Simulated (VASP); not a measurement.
# Ge (Fd-3m) in VASP: further runs

Runs on Ge. Level: LDA. Tasks: single point, relaxation of cell and atoms.

Program: VASP 6.6.1. These are calculated values, not measurements. Logs are shortened: lines on timing, memory, paths and dates and some standing lists are left out, and cuts for length are marked.

## 1. The cell of the first run

Symmetry: Fd-3m, No. 227, cubic system. Conventional cell: a = 5.529 Å, b = 5.529 Å, c = 5.529 Å, α = 90.00°, β = 90.00°, γ = 90.00°. Ge (site symmetry -43m) has 4 Ge at 2.39 Å within 3.2 Å.

## 2. Single point, LDA

INCAR reads:

```
SYSTEM = Ge
PREC = Accurate ; ENCUT = 520
EDIFF = 1E-6 ; ISMEAR = -1
SIGMA = 0.1 ; LREAL = .False.
LASPH = .True. ; NELM = 100
ALGO = Normal ; ISIF = 2
LWAVE = .False. ; LCHARG = .False.
GGA = CA ; NBANDS = 21
```

KPOINTS reads:

```
regular mesh
0
Gamma
  14 14 14
  0 0 0
```

POSCAR reads:

```
Ge
1.0
    0.0000000000      2.7647243101      2.7647243101
    2.7647243101      0.0000000000      2.7647243101
    2.7647243101      2.7647243101      0.0000000000
Ge
2
Direct
    0.5000000000      0.5000000000      0.5000000000
    0.7500000000      0.7500000000      0.7500000000
```

Potentials or basis: VASP PAW LDA potentials, release 64 (Ge_d).

Launch:

```sh
$ cat potpaw_LDA.64/Ge_d/POTCAR > POTCAR
$ mpirun -np 1 vasp_std > vasp.out
```

OUTCAR:

```text
SYSTEM = Ge
   PREC = Accurate
   ENCUT = 520
   EDIFF = 1E-6
   ISMEAR = -1
   LREAL = .False.
   LASPH = .True.
   NELM = 100
   ISIF = 2
   GGA = CA

 ion  position               nearest neighbor table
   1  0.500  0.500  0.500-   2 2.39   2 2.39   2 2.39   2 2.39
   2  0.750  0.750  0.750-   1 2.39   1 2.39   1 2.39   1 2.39

  LATTYP: Found a face centered cubic cell.
 ALAT       =     5.5294486202

  Lattice vectors:

 A1 = (   0.0000000000,   2.7647243101,   2.7647243101)
 A2 = (   2.7647243101,   0.0000000000,   2.7647243101)
 A3 = (   2.7647243101,   2.7647243101,   0.0000000000)

Analysis of symmetry for initial positions (statically):
=====================================================================
 Subroutine PRICEL returns:
 Original cell was already a primitive cell.

 Routine SETGRP: Setting up the symmetry group for a
 face centered cubic supercell.

 Subroutine GETGRP returns: Found 48 space group operations
 (whereof 24 operations were pure point group operations)
 out of a pool of 48 trial point group operations.

The static configuration has the point symmetry T_d .
 The point group associated with its full space group is O_h .

Analysis of symmetry for dynamics (positions and initial velocities):
=====================================================================
 Subroutine PRICEL returns:
 Original cell was already a primitive cell.

 Routine SETGRP: Setting up the symmetry group for a
 face centered cubic supercell.

 Subroutine GETGRP returns: Found 48 space group operations
 (whereof 24 operations were pure point group operations)
 out of a pool of 48 trial point group operations.

The dynamic configuration has the point symmetry T_d .
 The point group associated with its full space group is O_h .

 Subroutine INISYM returns: Found 48 space group operations
 (whereof 24 operations are pure point group operations),
 and found     1 'primitive' translations

----------------------------------------------------------------------------------------

                                     Primitive cell

  volume of cell :      42.2654

  direct lattice vectors                    reciprocal lattice vectors
     0.000000000  2.764724310  2.764724310    -0.180849858  0.180849858  0.180849858
     2.764724310  0.000000000  2.764724310     0.180849858 -0.180849858  0.180849858
     2.764724310  2.764724310  0.000000000     0.180849858  0.180849858 -0.180849858

  length of vectors
     3.909910616  3.909910616  3.909910616     0.313241143  0.313241143  0.313241143

  position of ions in fractional coordinates (direct lattice)
     0.500000000  0.500000000  0.500000000
     0.750000000  0.750000000  0.750000000

  ion indices of the primitive-cell ions
   primitive index   ion index
                 1           1
                 2           2

----------------------------------------------------------------------------------------

 KPOINTS: regular mesh

Automatic generation of k-mesh.
 Grid dimensions read from file:
 generate k-points for:   14   14   14

 Generating k-lattice:

  Cartesian coordinates                     Fractional coordinates (reciprocal lattice)
    -0.012917847  0.012917847  0.012917847     0.071428571  0.000000000  0.000000000
     0.012917847 -0.012917847  0.012917847     0.000000000  0.071428571  0.000000000
     0.012917847  0.012917847 -0.012917847     0.000000000  0.000000000  0.071428571

  Length of vectors
     0.022374367  0.022374367  0.022374367

  Shift w.r.t. Gamma in fractional coordinates (k-lattice)
     0.000000000  0.000000000  0.000000000

 Subroutine IBZKPT returns following result:
 ===========================================

 Found    104 irreducible k-points:

 Following reciprocal coordinates:
            Coordinates               Weight
  0.000000  0.000000  0.000000      1.000000
  0.071429  0.000000  0.000000      8.000000
  0.142857  0.000000  0.000000      8.000000
  0.214286  0.000000  0.000000      8.000000
  0.285714  0.000000  0.000000      8.000000
  0.357143  0.000000  0.000000      8.000000
[... 16 lines left out ...]
  0.214286  0.142857  0.000000     24.000000
  0.285714  0.142857  0.000000     24.000000
 [... further k-points ...]
   k-points           NKPTS =    104   k-points in BZ     NKDIM =    104   number of bands    NBANDS=     21
   number of dos      NEDOS =    301   number of ions     NIONS =      2
   total plane-waves  NPLWV =  27000
   dimension x,y,z NGX =    30 NGY =   30 NGZ =   30
   dimension x,y,z NGXF=    60 NGYF=   60 NGZF=   60
   ions per type =               2
   NGX,Y,Z   is equivalent  to a cutoff of  12.76, 12.76, 12.76 a.u.
   NGXF,Y,Z  is equivalent  to a cutoff of  25.51, 25.51, 25.51 a.u.
 SYSTEM =  Ge
   PREC   = accura    normal or accurate (medium, high low for compatibility)
   ISTART =      0    job   : 0-new  1-cont  2-samecut
   ICHARG =      2    charge: 1-file 2-atom 10-const
   ISPIN  =      1    spin polarized calculation?
   LNONCOLLINEAR =      F non collinear calculations
   LSORBIT =      F    spin-orbit coupling
   LASPH  =      T    aspherical Exc in radial PAW
   ENCUT  =  520.0 eV  38.22 Ry    6.18 a.u.   7.27  7.27  7.27*2*pi/ulx,y,z
   NELM   =    100;   NELMIN=  2; NELMDL= -5     # of ELM steps
   EDIFF  = 0.1E-05   stopping-criterion for ELM
   LREAL  =      F    real-space projection
   EDIFFG = 0.1E-04   stopping-criterion for IOM
   NSW    =      0    number of steps for IOM
   IBRION =     -1    ionic relax: 0-MD 1-quasi-New 2-CG
   NFREE  =      0    steps in history (QN), initial steepest desc. (CG)
   ISIF   =      2    stress and relaxation
   ISYM   =      2    0-nonsym 1-usesym 2-fastsym
   POTIM  = 0.5000    time-step for ionic-motion
   TEBEG  =    0.0;   TEEND  =   0.0 temperature during run
   PSTRESS=    0.0 pullay stress
   NELECT =      28.0000    total number of electrons
   NUPDOWN=      -1.0000    fix difference up-down
   EMIN   =  10.00;   EMAX   =-10.00  energy-range for DOS
   EFERMI =   0.00;   METHOD = LEGACY
   ISMEAR =    -1;   SIGMA  =   0.10  broadening in eV -4-tet -1-fermi 0-gaus
   EFERMI_NEDOS =   21; number of points for ismear=-14 and -15
   IALGO  =     38    algorithm
   IMIX   =      4    mixing-type and parameters
     AMIX     =   0.40;   BMIX     =  1.00
     AMIX_MAG =   1.60;   BMIX_MAG =  1.00
  volume/ion in A,a.u.               =      21.13       142.61
  Fermi-wavevector in a.u.,A,eV,Ry     =   1.427137  2.696898 27.711260  2.036720
  Thomas-Fermi vector in A             =   2.547339
   LORBIT       =      0    0 simple, 1 ext, 2 COOP (PROOUT), +10 PAW based schemes
   GGA     = CA    functional components
   LHFCALC =     F    Hartree Fock is set to
   AEXX    =    0.0000 exact exchange contribution
   IVDW    =     0    specifies the selected vdW correction
   LEPSILON=     F    determine dielectric tensor
   LRPA    =     F    only Hartree local field effects (RPA)
 non-spin polarized calculation
  energy-cutoff  :      520.00
  volume of cell :       42.27
 maximum number of plane-waves:      1158
 NGX is ok and might be reduce to    30
   NGX = 15   NGY = 15   NGZ = 15

 number of electron      27.9999982 magnetization

 Free energy of the ion-electron system (eV)
  ---------------------------------------------------
  ext. energy  EPLUGINS =         0.00000000
  ---------------------------------------------------
  free energy    TOTEN  =       -10.36383082 eV

  energy without entropy =      -10.36211771  energy(sigma->0) =      -10.36297426

 E-fermi :   5.5404     XC(G=0): -10.6175

 val. band max:        5.4193700469   @ k =   0.0000   0.0000   0.0000
 cond. band min:       5.7059078235   @ k =   0.5000   0.0000   0.0000
 fundamental gap:      0.2865377766
 Fermi energy:         5.5403562009

 k-point     1 :       0.0000    0.0000    0.0000
  band No.  band energies     occupation
      1     -19.6313      2.00000
      2     -19.6313      2.00000
      3     -19.6313      2.00000
      4     -19.5889      2.00000
      5     -19.5889      2.00000
      6     -19.3379      2.00000
[... 13 lines left out ...]
     20      15.1610      0.00000
     21      15.1610      0.00000

 k-point     2 :       0.0714    0.0000    0.0000
  band No.  band energies     occupation
      1     -19.6353      2.00000
      2     -19.6353      2.00000
      3     -19.6303      2.00000
      4     -19.5835      2.00000
      5     -19.5835      2.00000
      6     -19.3434      2.00000
[... 13 lines left out ...]
     20      14.6084      0.00000
     21      14.6084      0.00000

 k-point     3 :       0.1429    0.0000    0.0000
  band No.  band energies     occupation
      1     -19.6431      2.00000
      2     -19.6431      2.00000
      3     -19.6276      2.00000
      4     -19.5719      2.00000
      5     -19.5719      2.00000
      6     -19.3532      2.00000
[... 13 lines left out ...]
     20      14.0038      0.00000
     21      14.0038      0.00000

 k-point     4 :       0.2143    0.0000    0.0000
  band No.  band energies     occupation
      1     -19.6503      2.00000
      2     -19.6503      2.00000
      3     -19.6235      2.00000
      4     -19.5598      2.00000
      5     -19.5598      2.00000
      6     -19.3624      2.00000
[... 13 lines left out ...]
     20      13.7847      0.00000
     21      13.7847      0.00000

 k-point     5 :       0.2857    0.0000    0.0000
  band No.  band energies     occupation
      1     -19.6554      2.00000
      2     -19.6554      2.00000
      3     -19.6190      2.00000
      4     -19.5498      2.00000
      5     -19.5498      2.00000
      6     -19.3694      2.00000
[... 13 lines left out ...]
     20      14.0857      0.00000
     21      14.0857      0.00000
[... 382 lines left out ...]
     20      13.8199      0.00000
     21      14.3986      0.00000

 k-point    22 :       0.1429    0.1429    0.0000
  band No.  band energies     occupation
      1     -19.6421      2.00000
      2     -19.6398      2.00000
      3     -19.6398      2.00000
      4     -19.5748      2.00000
      5     -19.5533      2.00000
      6     -19.3865      2.00000
[... 13 lines left out ...]
     20      13.4491      0.00000
     21      15.5209      0.00000

 k-point    23 :       0.2143    0.1429    0.0000
  band No.  band energies     occupation
      1     -19.6514      2.00000
      2     -19.6449      2.00000
      3     -19.6346      2.00000
      4     -19.5656      2.00000
      5     -19.5388      2.00000
      6     -19.4022      2.00000
[... 13 lines left out ...]
     20      14.2655      0.00000
     21      15.4012      0.00000

 k-point    24 :       0.2857    0.1429    0.0000
  band No.  band energies     occupation
      1     -19.6612      2.00000
      2     -19.6507      2.00000
      3     -19.6252      2.00000
      4     -19.5546      2.00000
      5     -19.5260      2.00000
      6     -19.4141      2.00000
[... 13 lines left out ...]
     20      14.8652      0.00000
     21      15.4366      0.00000

 [... further k-points ...]

------------------------ aborting loop because EDIFF is reached ----------------------------------------

  FORCE on cell =-STRESS in cart. coord.  units (eV):
  Direction    XX          YY          ZZ          XY          YZ          ZX
  --------------------------------------------------------------------------------------
  -------------------------------------------------------------------------------------
  Total        1.1517736      1.1517736      1.1517736      0.0000000      0.0000000      0.0000000
  in kB       43.6608528     43.6608528     43.6608528      0.0000000      0.0000000      0.0000000
  external PRESSURE =      43.6608528 kB  Pullay stress =       0.0000000 kB

 VOLUME and BASIS-vectors are now :
 -----------------------------------------------------------------------------
  energy-cutoff  :      520.00
  volume of cell :       42.27
      direct lattice vectors                 reciprocal lattice vectors
     0.000000000  2.764724310  2.764724310    -0.180849858  0.180849858  0.180849858
     2.764724310  0.000000000  2.764724310     0.180849858 -0.180849858  0.180849858
     2.764724310  2.764724310  0.000000000     0.180849858  0.180849858 -0.180849858

 POSITION                                       TOTAL-FORCE (eV/Angst)
 -----------------------------------------------------------------------------------
      2.76472      2.76472      2.76472         0.000000      0.000000      0.000000
      4.14709      4.14709      4.14709        -0.000000     -0.000000     -0.000000
 -----------------------------------------------------------------------------------
    total drift:                                0.000000     -0.000000      0.000000

  FREE ENERGIE OF THE ION-ELECTRON SYSTEM (eV)
  ---------------------------------------------------
  free  energy   TOTEN  =       -10.3638308169 eV

  energy  without entropy=      -10.3621177126  energy(sigma->0) =      -10.36297426
```

Wall time 1.9 min (1 thread of Intel Xeon 8259CL, shared host); peak memory 0.2 GiB.

What came out:

```
Free energy            : -10.3638 eV
Pressure               : 4.4 GPa
Band gap on the k mesh : 0.29 eV (least direct gap 0.50 eV)
```

Caveat: the cell stands under pressure; semilocal functionals underestimate gaps, and a narrow one can read as zero. A k mesh can miss the band edges.

## 3. Single point, LDA

This run uses another cell than the first one, of 21.64 Å³/atom.

INCAR reads:

```
SYSTEM = Ge
  PREC = Accurate
  ENCUT = 520
  EDIFF = 1E-6
  ISMEAR = -1
  SIGMA = 0.1
  LREAL = .FALSE.
  LASPH = .TRUE.
  NELM = 60
  ALGO = Normal
  ISIF = 2
  LWAVE = .FALSE.
  LCHARG = .TRUE.
  LELF = .TRUE.
  LVHAR = .TRUE.
  NBANDS = 21
```

KPOINTS reads:

```
regular mesh
0
G
  14 14 14
  0 0 0
```

POSCAR reads:

```
Ge
1.0
    0.0000000000      2.7866622324      2.7866622324
    2.7866622324      0.0000000000      2.7866622324
    2.7866622324      2.7866622324      0.0000000000
Ge
2
Direct
    0.5000000000      0.5000000000      0.5000000000
    0.7500000000      0.7500000000      0.7500000000
```

Potentials or basis: VASP PAW LDA potentials, release 64 (Ge_d).

Launch:

```sh
$ cat potpaw_LDA.64/Ge_d/POTCAR > POTCAR
$ mpirun -np 1 vasp_std > vasp.out
```

Run time: 1.9 min. Hardware: 1 thread of Intel Xeon 8259CL, shared host; peak memory 0.2 GiB.

The run converged. Its results:

```
Free energy            : -10.3842 eV
Pressure               : 2.3 GPa
Band gap on the k mesh : 0.21 eV (least direct gap 0.27 eV)
```

Levels at points of the mesh, in eV from the valence-band top:
```
           k point  band 11  band 12  band 13  band 14  band 15  band 16  band 17  band 18
(0.00, 0.00, 0.00)   -13.15     0.00     0.00     0.00     0.27     2.55     2.55     2.55
(0.50, 0.00, 0.00)   -10.95    -7.85    -1.48    -1.48     0.21     3.74     3.74     6.99
(0.50, 0.50, 0.00)    -9.10    -9.10    -3.24    -3.24     0.61     0.61     9.79     9.79
```

Caveat: semilocal functionals underestimate gaps, and a narrow one can read as zero. A k mesh can miss the band edges.

## 4. Single point, LDA

This run uses another cell than the first one, of 21.92 Å³/atom.

INCAR reads:

```
  PREC = Accurate
  ENCUT = 520
  EDIFF = 1E-6
  ISMEAR = -1
  SIGMA = 0.1
  LREAL = F
  LASPH = T
  NELM = 80
  ALGO = Normal
  ISIF = 2
  LWAVE = F
  LCHARG = F
  NBANDS = 21
```

KPOINTS reads:

```
Automatic mesh
0
Gamma
  14 14 14
```

POSCAR reads:

```
Ge
1.0
    0.0000000000      2.7986939033      2.7986939033
    2.7986939033      0.0000000000      2.7986939033
    2.7986939033      2.7986939033      0.0000000000
Ge
2
Direct
    0.5000000000      0.5000000000      0.5000000000
    0.7500000000      0.7500000000      0.7500000000
```

Launch:

```sh
$ cat potpaw_LDA.64/Ge_d/POTCAR > POTCAR
$ mpirun -np 1 vasp_std > vasp.out
```

It took 2 min on 1 thread of Intel Xeon 8259CL, shared host; peak memory 0.2 GiB.

Results (log left out):

- Free energy: -10.3902 eV
- Pressure: 1.3 GPa
- Band gap on the k mesh: 0.15 eV

Levels at points of the mesh, in eV from the valence-band top:
```csv
k point,band 12,band 13,band 14,band 15,band 16,band 17
"(0.00, 0.00, 0.00)",0.00,0.00,0.00,0.15,2.54,2.54
"(0.50, 0.00, 0.00)",-7.79,-1.45,-1.45,0.17,3.74,3.74
"(0.50, 0.50, 0.00)",-9.05,-3.19,-3.19,0.63,0.63,9.68
```

Caveat: semilocal functionals underestimate gaps, and a narrow one can read as zero. A k mesh can miss the band edges.

## 5. Single point, LDA

This run uses another cell than the first one, of 22.22 Å³/atom.

INCAR reads:

```
  ALGO = Normal
  EDIFF = 1E-6
  ENCUT = 520
  GGA = CA
  ISIF = 2
  ISMEAR = -1
  LASPH = True
  LCHARG = False
  LREAL = False
  LWAVE = False
  NBANDS = 21
  NELM = 100
  PREC = Accurate
  SIGMA = 0.1
```

KPOINTS reads:

```
k-points
0
Gamma
  14 14 14
```

POSCAR reads:

```
Ge
1.0
    0.0000000000      2.8113408934      2.8113408934
    2.8113408934      0.0000000000      2.8113408934
    2.8113408934      2.8113408934      0.0000000000
Ge
2
Direct
    0.5000000000      0.5000000000      0.5000000000
    0.7500000000      0.7500000000      0.7500000000
```

Launch:

```sh
$ cat potpaw_LDA.64/Ge_d/POTCAR > POTCAR
$ mpirun -np 1 vasp_std > vasp.out
```

It took 1.9 min on 1 thread of Intel Xeon 8259CL, shared host; peak memory 0.2 GiB.

Results (log left out):

* Free energy: -10.3928 eV
* Pressure: 0.2 GPa
* Band gap on the k mesh: 0.03 eV

Levels at points of the mesh, in eV from the valence-band top:
| k point | band 11 | band 12 | band 13 | band 14 | band 15 | band 16 | band 17 | band 18 |
| --- | --- | --- | --- | --- | --- | --- | --- | --- |
| (0.00, 0.00, 0.00) | -12.95 | 0.00 | 0.00 | 0.00 | 0.03 | 2.54 | 2.54 | 2.54 |
| (0.50, 0.00, 0.00) | -10.81 | -7.72 | -1.43 | -1.43 | 0.12 | 3.73 | 3.73 | 6.98 |
| (0.50, 0.50, 0.00) | -9.00 | -9.00 | -3.14 | -3.14 | 0.64 | 0.64 | 9.57 | 9.57 |

Caveat: the smearing spreads over this small gap; semilocal functionals underestimate gaps, and a narrow one can read as zero. A k mesh can miss the band edges.

[end of part 1 of 2]

The gap in the log of VASP goes by the Fermi energy; the results here count the filled bands.